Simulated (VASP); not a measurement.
A run of VASP 6.6.1 is set up as follows.

File INCAR:

```
ALGO = Normal
EDIFF = 1E-6
ENCUT = 520
GGA = PE
ISIF = 2
ISMEAR = 0
IVDW = 12
LASPH = T
LCHARG = T
LELF = T
LREAL = Auto
LVHAR = T
LWAVE = F
NBANDS = 235
NELM = 100
PREC = Accurate
SIGMA = 0.02
```

The input KPOINTS:

```
k-points
0
Gamma
  1 1 1
```

File POSCAR:

```
Si23H4O48
1.0
    9.8316000000      0.0000000000      0.0000000000
   -4.9158000000      8.5144153600      0.0000000000
    0.0000000000      0.0000000000     10.8182000000
Si O H
23 48 4
Direct
    0.2668425288      0.0009767442      0.1634704476
    0.0028516232      0.2703678947      0.3357053862
    0.2306048922      0.2354082316      0.0001007279
    0.2653479993     -0.0022505783      0.6636501843
   -0.0067873800      0.2663560940      0.8350295428
    0.2323108301      0.2285113358      0.5017519974
    0.2682818453      0.5027388534      0.1672112275
   -0.0002196184      0.7676136452      0.3331484798
    0.2338635266      0.7330288326     -0.0033466914
   -0.0010794509      0.7666934980      0.8327143678
    0.2344285633      0.7356136183      0.4976217030
    0.7692409871      0.0042951816      0.1672386858
    0.4984522680      0.2670886160      0.3326379964
    0.7266421537      0.2320240738      0.0002953982
    0.7657175801      0.0012322105      0.6668995593
    0.4945747636      0.2657664984      0.8320268046
    0.7327732255      0.2338081875      0.4992370606
    0.7651739115      0.5008338683      0.1672977154
    0.5011880439      0.7703672838      0.3320531298
    0.7350829512      0.7369020692      0.0012112764
    0.7631944556      0.4995591993      0.6663382307
    0.5046481565      0.7692102944      0.8316275827
    0.7327493816      0.7354920210      0.4996880031
    0.0687645710      0.2066211324      0.4462404955
    0.2961242434      0.3658270029      0.1099084281
    0.1402064966      0.4347447989      0.2786626979
    0.2024599608      0.0698956270      0.0553954210
    0.3623777706      0.2944355890      0.3913607504
    0.4306988364      0.1384183523      0.2213526199
    0.0654324105      0.2098733260      0.9457146474
    0.3038822103      0.3517706357      0.6166482945
    0.1356701070      0.4290166465      0.7780797002
    0.1997117222      0.0574318844      0.5499296542
    0.3584547967      0.2958221016      0.8879648789
    0.4284835168      0.1364515474      0.7217282723
    0.0679014993      0.7063216191      0.4438319700
    0.2991159356      0.8684090385      0.1031497105
    0.1368330246      0.9300380571      0.2735217617
    0.2040779721      0.5698523468      0.0580141574
    0.3639777517      0.7993983025      0.3865802456
    0.4342949279      0.6406841984      0.2215192949
    0.0677458527      0.7049812937      0.9423605587
    0.2993618646      0.8643307183      0.6090243349
    0.1350346258      0.9300379805      0.7738946424
    0.2058533312      0.5699500099      0.5554346413
    0.3593879003      0.7870590268      0.8833778474
    0.4574524461      0.6484339538      0.7143035696
    0.5683344908      0.2046662663      0.4411885407
    0.7907214333      0.3628828464      0.1097041038
    0.6344726629      0.4331807353      0.2768561346
    0.7032203942      0.0691219409      0.0573166446
    0.8658286866      0.2991994852      0.3913950763
    0.9337444758      0.1415758399      0.2241201648
    0.5617483251      0.2046159813      0.9436861114
    0.7914018038      0.3622694123      0.6109669179
    0.6303514479      0.4323086520      0.7751708404
    0.7053659805      0.0690905076      0.5554793981
    0.8539977607      0.2927096520      0.8882170819
    0.9307635042      0.1366267104      0.7244911574
    0.5684649335      0.7078674537      0.4422991481
    0.7990196926      0.8685056209      0.1101390614
    0.6394419463      0.9356299771      0.2772852677
    0.7054800846      0.5714429090      0.0574343320
    0.8637871153      0.7971161652      0.3899893334
    0.9305870118      0.6356187182      0.2243801617
    0.5697542227      0.7090084019      0.9453831941
    0.7944692667      0.8645582104      0.6107277249
    0.6368080183      0.9393262310      0.7782675877
    0.7041316754      0.5699334378      0.5561051885
    0.8633805802      0.7966103970      0.8896812732
    0.9285161214      0.6335075467      0.7246223719
    0.4522986987      0.5477662282      0.7253401731
    0.2297453188      0.3561109794      0.6755536731
    0.3027975476      0.5849666477      0.5956356112
    0.1163318284      0.4796661434      0.7069563260
```

Potentials or basis: VASP PAW PBE potentials, release 64 (Si, O, H).

Run with:

```console
$ cat potpaw_PBE.64/Si/POTCAR potpaw_PBE.64/O/POTCAR potpaw_PBE.64/H/POTCAR > POTCAR
$ mpirun -np 1 vasp_gam > vasp.out
```

Q: Predict the largest force.

A: 0.109 eV/Å.

Q: Estimate the dispersion energy per atom.

A: -0.136 eV.

Forces in eV/Å, atoms in the order of the input:
```
Si   0.019 -0.003 -0.003
Si  -0.007  0.016  0.002
Si  -0.015 -0.012 -0.005
Si   0.019  0.001  0.013
Si   0.018 -0.003  0.018
Si  -0.007 -0.005 -0.033
Si   0.016 -0.003 -0.003
Si  -0.013  0.015 -0.002
Si  -0.002 -0.014 -0.003
Si  -0.009  0.011  0.000
Si  -0.030  0.007 -0.012
Si   0.016  0.001 -0.006
Si  -0.005  0.009  0.000
Si  -0.010 -0.015  0.003
Si   0.009 -0.005 -0.005
Si  -0.007  0.013  0.003
Si  -0.008 -0.015  0.003
Si   0.012 -0.001 -0.002
Si  -0.003  0.014  0.000
Si  -0.011 -0.013  0.001
Si   0.013 -0.002  0.004
Si  -0.042  0.023 -0.001
Si  -0.008 -0.016  0.003
O    0.002  0.004  0.002
O   -0.003 -0.002 -0.002
O    0.005  0.000  0.002
O    0.011  0.001  0.003
O   -0.009 -0.005  0.002
O   -0.004  0.007  0.002
O   -0.005  0.002  0.000
O    0.035  0.003 -0.020
O    0.023 -0.011  0.014
O    0.000  0.000 -0.003
O   -0.001 -0.002  0.002
O   -0.007  0.002 -0.004
O   -0.001  0.003  0.001
O   -0.003 -0.004  0.000
O    0.009 -0.001 -0.004
O    0.004  0.002  0.001
O   -0.006 -0.007  0.002
O    0.000  0.006 -0.001
O   -0.005  0.003 -0.002
O    0.001 -0.009 -0.005
O    0.009  0.005 -0.006
O   -0.039 -0.029  0.004
O   -0.003 -0.002  0.004
O   -0.021  0.041 -0.011
O   -0.005  0.004 -0.002
O   -0.004 -0.006 -0.002
O    0.006  0.004  0.001
O    0.007 -0.002  0.000
O   -0.004 -0.006  0.003
O   -0.003  0.008  0.001
O   -0.004  0.001 -0.001
O   -0.002 -0.005 -0.004
O    0.005  0.002 -0.002
O    0.005  0.000  0.001
O   -0.001 -0.007  0.001
O    0.001  0.009  0.001
O   -0.001  0.009 -0.005
O   -0.001 -0.002 -0.002
O    0.003 -0.001  0.001
O    0.007  0.000  0.002
O   -0.005 -0.003  0.004
O   -0.002  0.008  0.004
O   -0.003  0.002 -0.004
O   -0.003 -0.008 -0.004
O    0.006  0.007  0.004
O    0.006  0.001  0.001
O   -0.005 -0.005  0.003
O   -0.001  0.003  0.002
H    0.033 -0.092 -0.021
H   -0.051  0.029  0.078
H    0.098 -0.013  0.048
H   -0.020  0.055 -0.060
```

Caveat: the k points lie up to 0.74 Å⁻¹ apart.
